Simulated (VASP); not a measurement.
# Si24O48F (a cell with a defect) in VASP: single point with PBE

Aim: the single point of Si24O48F (a cell with a defect) with PBE.

Program: VASP 6.6.1. These are calculated values, not measurements. Logs are shortened: lines on timing, memory, paths and dates and some standing lists are left out, and cuts for length are marked.

## (1) The cell of the first run

The cell holds a defect, 73 atoms: a = 10.042 Å, b = 10.042 Å, c = 11.019 Å, α = 90.00°, β = 90.00°, γ = 120.00°.

## (2) Single point, PBE, collinear spin

Input file INCAR:

```
SYSTEM = Si24O48F
ALGO = Normal ; EDIFF = 1E-6
ENCUT = 520 ; GGA = PE
GGA_COMPAT = .False. ; ISIF = 2
ISMEAR = -1 ; ISPIN = 2
LASPH = .True. ; LCHARG = .True.
LELF = .True. ; LORBIT = 11
LREAL = Auto ; LVHAR = .True.
LWAVE = .False. ; MAGMOM = 0 0 0 0 0 0 0 0 0 0 0 0 0 0 0 0 0 0 0 0 0 0 0 0 0.44 0 0.01 0 0 0 0 0 0 0 0 0 0 0 0 0.01 0 0.12 0 0 0 0 0 0 0 0 0 0.01 0.01 0.06 0 0 0 0 0 0 0.03 0 0 0 0 0 0 0 0 0 0 0 0.18
NBANDS = 242 ; NELM = 200
NUPDOWN = 1.0 ; PREC = Accurate
SIGMA = 0.01
```

Input file KPOINTS:

```
k-points
0
Gamma
  1 1 1
  0 0 0
```

Input file POSCAR:

```
Si24O48F
1.0
   10.0416380600      0.0000000000      0.0000000000
   -5.0208190300      8.6963136500      0.0000000000
    0.0000000000      0.0000000000     11.0185484200
Si O F
24 48 1
Direct
   -0.0046987842      0.2502355696      0.1761408968
    0.2484288545      0.2560581517      0.0025060470
    0.2387189818      0.0021840289      0.3341334865
   -0.0051241755      0.2439484229      0.6628177979
    0.2577843909      0.2615934856      0.5001193252
    0.2363835397     -0.0012354660      0.8354523345
    0.0039002108      0.7410301950      0.1668279641
    0.2612034987      0.7597869932      0.0007016351
    0.2725755356      0.5224834548      0.3294860504
   -0.0020068438      0.7382130243      0.6624147503
    0.2642097794      0.7660560863      0.4985171177
    0.2322915206      0.4980506884      0.8341463548
    0.4953617653      0.2410958349      0.1649946917
    0.7586928153      0.2620031995     -0.0010329854
    0.7410839513      0.0092978477      0.3343230759
    0.4976757306      0.2428047199      0.6688721344
    0.7576412686      0.2678988010      0.5000229422
    0.7404978638      0.0025347522      0.8305508721
    0.5203756576      0.7562503222      0.1626610813
    0.7798685194      0.7749304212     -0.0057889658
    0.7348485506      0.5047573232      0.3307600839
    0.4971826930      0.7366389091      0.6702459996
    0.7570437497      0.7634802822      0.4999654936
    0.7396101654      0.5029011344      0.8314408260
    0.1538738832      0.4228375549      0.2176105153
    0.2887298411      0.4190038615      0.4331369994
    0.1131333471      0.2009546884      0.1038030561
    0.2045734893      0.1279980282      0.3980226644
    0.4094643524      0.2924883005      0.0661847616
    0.3715210192      0.0820970849      0.2312967101
    0.0737188942      0.3734317931      0.7682814176
    0.2817528122      0.4148133503      0.9365355223
    0.1218590098      0.2111484330      0.5994209716
    0.1978486430      0.1207789924      0.9009822911
    0.4154501697      0.2946073593      0.5663741504
    0.3721946467      0.0848552651      0.7351700688
    0.0800025664      0.8714378649      0.2723375971
    0.2971272005      0.9268029333      0.4375380328
    0.1331976167      0.7082273303      0.1078066688
    0.2252889077      0.6398013255      0.3897674935
    0.4192572864      0.7826691026      0.0610998812
    0.4253007468      0.6028295679      0.2463510525
    0.0825092504      0.8700355466      0.7659939112
    0.2926465214      0.9193974967      0.9373281857
    0.1199459681      0.7031984179      0.5919253382
    0.2019021709      0.6269655419      0.8969901137
    0.4172732958      0.7949538481      0.5706468548
    0.3686359977      0.5772321701      0.7330424746
    0.5768325993      0.3770550525      0.2657452587
    0.7827128667      0.4253350499      0.4377324323
    0.6204923893      0.2096572264      0.0973434031
    0.6998321471      0.1285870134      0.4017371283
    0.9149218096      0.2932009013      0.0655789649
    0.8811902240      0.0789479345      0.2359443278
    0.5772067591      0.3789975997      0.7696352257
    0.7930488391      0.4200078501      0.9313617918
    0.6251282263      0.2119591213      0.6044583865
    0.7055910861      0.1247844827      0.8992173581
    0.9190502460      0.3044327869      0.5625206483
    0.8635735649      0.0831928365      0.7211596026
    0.5852602507      0.8960844001      0.2593509500
    0.7830506980      0.9214717089      0.4385417948
    0.6517707668      0.7328561568      0.0992338517
    0.7052841704      0.6338394890      0.3942882342
    0.9369278609      0.8010885164      0.0580801550
    0.8691549725      0.5837865565      0.2280365711
    0.5790358366      0.8679018839      0.7743563557
    0.8127174493      0.9311545473      0.9252459227
    0.6215699138      0.7039411464      0.6020579796
    0.7151132476      0.6338596125      0.8973546808
    0.9165219847      0.7965640706      0.5645059370
    0.8711285466      0.5792603858      0.7266599642
   -0.0577617389      0.3294194661      0.2987365372
```

Potentials or basis: VASP PAW PBE potentials, release 64 (Si, O, F).

The run is started by

```
$ cat potpaw_PBE.64/Si/POTCAR potpaw_PBE.64/O/POTCAR potpaw_PBE.64/F/POTCAR > POTCAR
$ mpirun -np 1 vasp_gam > vasp.out
```

OUTCAR:

```text
SYSTEM = Si24O48F
   EDIFF = 1E-6
   ENCUT = 520
   GGA = PE
   ISIF = 2
   ISMEAR = -1
   ISPIN = 2
   LASPH = .True.
   LORBIT = 11
   LREAL = Auto
   NELM = 200
   NUPDOWN = 1.0
   PREC = Accurate

 ion  position               nearest neighbor table
   1  0.995  0.250  0.176-  53 1.63  54 1.65  27 1.69  25 1.73  73 1.78  15 3.04  14 3.12
   2  0.248  0.256  0.003-  27 1.63  32 1.63  29 1.63  34 1.63  13 3.12   6 3.12  12 3.13
   3  0.239  0.002  0.334-  37 1.62  30 1.62  28 1.63  38 1.63  11 3.09   7 3.11   5 3.11  13 3.11

   4  0.995  0.244  0.663-  60 1.62  59 1.62  31 1.62  33 1.63  17 3.09  18 3.10  12 3.11   5 3.12

   5  0.258  0.262  0.500-  35 1.62  33 1.62  28 1.62  26 1.63   3 3.11   4 3.12  16 3.12
   6  0.236  0.999  0.835-  34 1.63  43 1.63  36 1.63  44 1.63   8 3.12   2 3.12  16 3.14
   7  0.004  0.741  0.167-  66 1.63  39 1.63  37 1.63  65 1.63  20 3.09   8 3.09   3 3.11  21 3.13

   8  0.261  0.760  0.001-  46 1.63  39 1.63  41 1.63  44 1.63   7 3.09  12 3.10   6 3.12
   9  0.273  0.522  0.329-  26 1.61  42 1.61  40 1.62  25 1.66  19 3.04  11 3.11
  10  0.998  0.738  0.662-  72 1.62  43 1.63  71 1.63  45 1.63  24 3.11  23 3.12  11 3.12
  11  0.264  0.766  0.499-  47 1.62  38 1.62  45 1.63  40 1.64   3 3.09   9 3.11  10 3.12  22 3.14

  12  0.232  0.498  0.834-  32 1.62  31 1.62  46 1.63  48 1.63   8 3.10   4 3.11  22 3.12   2 3.13

  13  0.495  0.241  0.165-  51 1.62  29 1.63  30 1.63  49 1.63   3 3.11   2 3.12  21 3.12  14 3.13
[... 68 lines left out ...]
  71  0.917  0.797  0.565-  23 1.63  10 1.63
  72  0.871  0.579  0.727-  10 1.62  24 1.63
  73  0.942  0.329  0.299-   1 1.78

  LATTYP: Found a hexagonal cell.
 ALAT       =    10.0416380600
 C/A-ratio  =     1.0972859562

  Lattice vectors:

 A1 = (  10.0416380600,   0.0000000000,   0.0000000000)
 A2 = (  -5.0208190300,   8.6963136500,   0.0000000000)
 A3 = (   0.0000000000,   0.0000000000,  11.0185484200)

Analysis of symmetry for initial positions (statically):
=====================================================================
 Subroutine PRICEL returns:
 Original cell was already a primitive cell.

 Routine SETGRP: Setting up the symmetry group for a
 hexagonal supercell.

 Subroutine GETGRP returns: Found  1 space group operations
 (whereof  1 operations were pure point group operations)
 out of a pool of 24 trial point group operations.

The static configuration has the point symmetry C_1 .

Analysis of symmetry for dynamics (positions and initial velocities):
=====================================================================
 Subroutine PRICEL returns:
 Original cell was already a primitive cell.

 Routine SETGRP: Setting up the symmetry group for a
 hexagonal supercell.

 Subroutine GETGRP returns: Found  1 space group operations
 (whereof  1 operations were pure point group operations)
 out of a pool of 24 trial point group operations.

The dynamic configuration has the point symmetry C_1 .

Analysis of structural, dynamic, and magnetic symmetry:
=====================================================================
 Subroutine PRICEL returns:
 Original cell was already a primitive cell.

 Routine SETGRP: Setting up the symmetry group for a
 hexagonal supercell.

 Subroutine GETGRP returns: Found  1 space group operations
 (whereof  1 operations were pure point group operations)
 out of a pool of 24 trial point group operations.

The overall configuration has the point symmetry C_1 .

 Subroutine INISYM returns: Found  1 space group operations
 (whereof  1 operations are pure point group operations),
 and found     1 'primitive' translations

----------------------------------------------------------------------------------------

[... 215 lines left out ...]
   NFREE  =      0    steps in history (QN), initial steepest desc. (CG)
   ISIF   =      2    stress and relaxation
   ISYM   =      2    0-nonsym 1-usesym 2-fastsym
   POTIM  = 0.5000    time-step for ionic-motion
   TEBEG  =    0.0;   TEEND  =   0.0 temperature during run
   PSTRESS=    0.0 pullay stress
   NELECT =     391.0000    total number of electrons
   NUPDOWN=       1.0000    fix difference up-down
   EMIN   =  10.00;   EMAX   =-10.00  energy-range for DOS
   EFERMI =   0.00;   METHOD = LEGACY
   ISMEAR =    -1;   SIGMA  =   0.01  broadening in eV -4-tet -1-fermi 0-gaus
   EFERMI_NEDOS =   21; number of points for ismear=-14 and -15
   IALGO  =     38    algorithm
   IMIX   =      4    mixing-type and parameters
     AMIX     =   0.40;   BMIX     =  1.00
     AMIX_MAG =   1.60;   BMIX_MAG =  1.00
  volume/ion in A,a.u.               =      13.18        88.95
  Fermi-wavevector in a.u.,A,eV,Ry     =   1.212585  2.291454 20.005511  1.470364
  Thomas-Fermi vector in A             =   2.348065
   LORBIT       =     11    0 simple, 1 ext, 2 COOP (PROOUT), +10 PAW based schemes
   GGA     = PE    functional components
   LHFCALC =     F    Hartree Fock is set to
   AEXX    =    0.0000 exact exchange contribution
   IVDW    =     0    specifies the selected vdW correction
   LEPSILON=     F    determine dielectric tensor
   LRPA    =     F    only Hartree local field effects (RPA)
 spin polarized calculation
  energy-cutoff  :      520.00
  volume of cell :      962.20
 maximum number of plane-waves:     12960
 NGX is ok and might be reduce to    80
   NGX = 37   NGY = 37   NGZ = 41

 number of electron     390.9999996 magnetization       1.0000004

 Free energy of the ion-electron system (eV)
  ---------------------------------------------------
  ext. energy  EPLUGINS =         0.00000000
  ---------------------------------------------------
  free energy    TOTEN  =      -569.99400748 eV

  energy without entropy =     -569.99400748  energy(sigma->0) =     -569.99400748

 E-fermi :   1.0558     XC(G=0):  -8.9597

 val. band max:        0.7570143024   @ k =   0.0000   0.0000   0.0000
 cond. band min:       1.3163667933   @ k =   0.0000   0.0000   0.0000
 fundamental gap:      0.5593524908
 Fermi energy:         1.0483184177

 spin component 1

 k-point     1 :       0.0000    0.0000    0.0000
  band No.  band energies     occupation
      1     -21.4223      1.00000
      2     -18.6401      1.00000
      3     -18.3755      1.00000
      4     -18.1907      1.00000
      5     -18.1148      1.00000
      6     -18.1107      1.00000
[... 199 lines left out ...]
    206       9.2386      0.00000
    207       9.3163      0.00000
 Fermi energy:         1.0557718099

 spin component 2

 k-point     1 :       0.0000    0.0000    0.0000
  band No.  band energies     occupation
      1     -20.9932      1.00000
      2     -18.5783      1.00000
      3     -18.2574      1.00000
      4     -18.1828      1.00000
      5     -18.1105      1.00000
      6     -18.1086      1.00000
[... 199 lines left out ...]
    206       9.2448      0.00000
    207       9.3241      0.00000
 [bands above 207 left out]

------------------------ aborting loop because EDIFF is reached ----------------------------------------

  FORCE on cell =-STRESS in cart. coord.  units (eV):
  Direction    XX          YY          ZZ          XY          YZ          ZX
  --------------------------------------------------------------------------------------
  -------------------------------------------------------------------------------------
  Total        4.8500288      7.6268242      3.1154175      3.3063049     -1.0024185     -0.2345128
  in kB        8.0758967     12.6996039      5.1875548      5.5054058     -1.6691506     -0.3904927
  external PRESSURE =       8.6543518 kB  Pullay stress =       0.0000000 kB

 VOLUME and BASIS-vectors are now :
 -----------------------------------------------------------------------------
  energy-cutoff  :      520.00
  volume of cell :      962.20
      direct lattice vectors                 reciprocal lattice vectors
    10.041638060  0.000000000  0.000000000     0.099585346  0.057495626  0.000000000
    -5.020819030  8.696313650  0.000000000     0.000000000  0.114991253  0.000000000
     0.000000000  0.000000000 11.018548420     0.000000000  0.000000000  0.090756056

 POSITION                                       TOTAL-FORCE (eV/Angst)
 -----------------------------------------------------------------------------------
      8.73807      2.17613      1.94082         0.062007      0.018719     -0.090169
      1.20901      2.22676      0.02761         0.016380      0.011944     -0.022967
      2.38616      0.01899      3.68167        -0.009834      0.002731      0.002301
      8.76536      2.12145      7.30329         0.012233     -0.016245     -0.003186
      1.27516      2.27490      5.51059        -0.002837      0.007884      0.004934
     -2.64094      8.68557      9.20547        -0.003641     -0.012340      0.004095
[... 65 lines left out ...]
      5.83920      5.03743      8.00674        -0.006130      0.002222      0.000205
      7.80766      2.86473      3.29164        -0.283298      0.177388     -0.038970
 -----------------------------------------------------------------------------------
    total drift:                               -0.023365     -0.017576     -0.002566

  FREE ENERGIE OF THE ION-ELECTRON SYSTEM (eV)
  ---------------------------------------------------
  free  energy   TOTEN  =      -569.9940074815 eV

  energy  without entropy=     -569.9940074815  energy(sigma->0) =     -569.99400748

 total charge

# of ion       s       p       d       tot
------------------------------------------
    1        0.607   0.912   0.000   1.519
    2        0.637   0.975   0.000   1.612
    3        0.638   0.980   0.000   1.618
    4        0.639   0.984   0.000   1.623
    5        0.636   0.982   0.000   1.619
    6        0.634   0.971   0.000   1.605
[... 65 lines left out ...]
   72        1.547   3.688   0.000   5.235
   73        1.754   4.317   0.000   6.071
--------------------------------------------------
tot         91.327 204.571   0.000 295.897

 magnetization (x)

# of ion       s       p       d       tot
------------------------------------------
    1       -0.002  -0.003   0.000  -0.005
    2       -0.000  -0.001   0.000  -0.001
    3       -0.000  -0.000   0.000  -0.000
    4       -0.000  -0.000   0.000  -0.000
    5       -0.000  -0.000   0.000  -0.000
    6       -0.000   0.000   0.000  -0.000
[... 65 lines left out ...]
   72        0.000   0.000   0.000   0.000
   73        0.002   0.231   0.000   0.233
--------------------------------------------------
tot          0.008   0.871   0.000   0.879
```

Wall time 39 min (1 thread of Intel Xeon 8259CL, shared host); peak memory 1.4 GiB.

What came out:

- Free energy: -569.9940 eV
- Pressure: 0.9 GPa
- Largest force: 0.337 eV/Å
- Net moment: 1.00 μB per cell
- Site moments: Si -0.01, -0.00, +0.00 (each value once); O +0.41, +0.00, +0.09, -0.00, +0.01, +0.07, +0.03 (each value once); F +0.23 μB
- Valence electrons inside the program's atomic spheres: Si 1.52, 1.61, 1.62, 1.60, 1.63, 1.64 (each value once); O 5.09, 5.25, 5.19, 5.24, 5.23, 5.21 (each value once); F 6.07

Forces in eV/Å, atoms in the order of the input:
```
Si   0.062  0.019 -0.090
Si   0.016  0.012 -0.023
Si  -0.010  0.003  0.002
Si   0.012 -0.016 -0.003
Si  -0.003  0.008  0.005
Si  -0.004 -0.012  0.004
Si   0.004 -0.015  0.003
Si   0.020 -0.008  0.015
Si   0.023 -0.006  0.015
Si   0.017 -0.016 -0.005
Si   0.011  0.003 -0.010
Si  -0.013 -0.007 -0.008
Si   0.010 -0.009  0.000
Si  -0.003  0.005 -0.019
Si  -0.007 -0.001  0.037
Si   0.014 -0.017  0.002
Si   0.003  0.024  0.010
Si  -0.025 -0.001 -0.011
Si   0.014 -0.008  0.002
Si   0.004  0.012 -0.001
Si  -0.013  0.001  0.008
Si   0.001 -0.015 -0.002
Si   0.001  0.008  0.004
Si  -0.013  0.004 -0.004
O    0.062 -0.058  0.011
O   -0.018 -0.017  0.014
O   -0.015  0.011 -0.011
O    0.016  0.000 -0.003
O    0.000 -0.019  0.006
O   -0.011  0.005  0.002
O    0.012 -0.009  0.002
O    0.005 -0.009 -0.012
O    0.000 -0.001  0.004
O    0.020 -0.003  0.001
O    0.013 -0.025  0.011
O   -0.001 -0.004  0.014
O    0.010 -0.003 -0.008
O   -0.016 -0.006 -0.013
O   -0.008 -0.004 -0.001
O    0.007  0.000  0.000
O   -0.010 -0.028  0.017
O    0.014  0.034  0.037
O    0.022 -0.008 -0.001
O   -0.008 -0.013  0.003
O   -0.001  0.008  0.001
O    0.013  0.000  0.005
O    0.006 -0.019 -0.005
O   -0.022 -0.002 -0.001
O    0.012 -0.009 -0.008
O   -0.033  0.004  0.009
O   -0.002  0.017  0.000
O    0.008  0.001  0.014
O    0.005 -0.025 -0.040
O    0.062  0.035  0.082
O    0.007 -0.002  0.000
O   -0.019 -0.006 -0.010
O    0.007  0.011  0.017
O   -0.013  0.003 -0.004
O    0.016 -0.009 -0.011
O   -0.016  0.005  0.003
O    0.039  0.031 -0.026
O   -0.020 -0.015  0.020
O    0.018  0.005 -0.024
O    0.008  0.009  0.002
O   -0.003 -0.012 -0.002
O   -0.016  0.006  0.008
O    0.007 -0.010 -0.008
O   -0.014 -0.012  0.014
O    0.010 -0.001 -0.003
O    0.012  0.017 -0.004
O    0.001 -0.018  0.006
O   -0.006  0.002  0.000
F   -0.283  0.177 -0.039
```

Caveat: the k points lie up to 0.72 Å⁻¹ apart; the total moment is fixed, so each spin has its own Fermi level and the state may be an excited one.
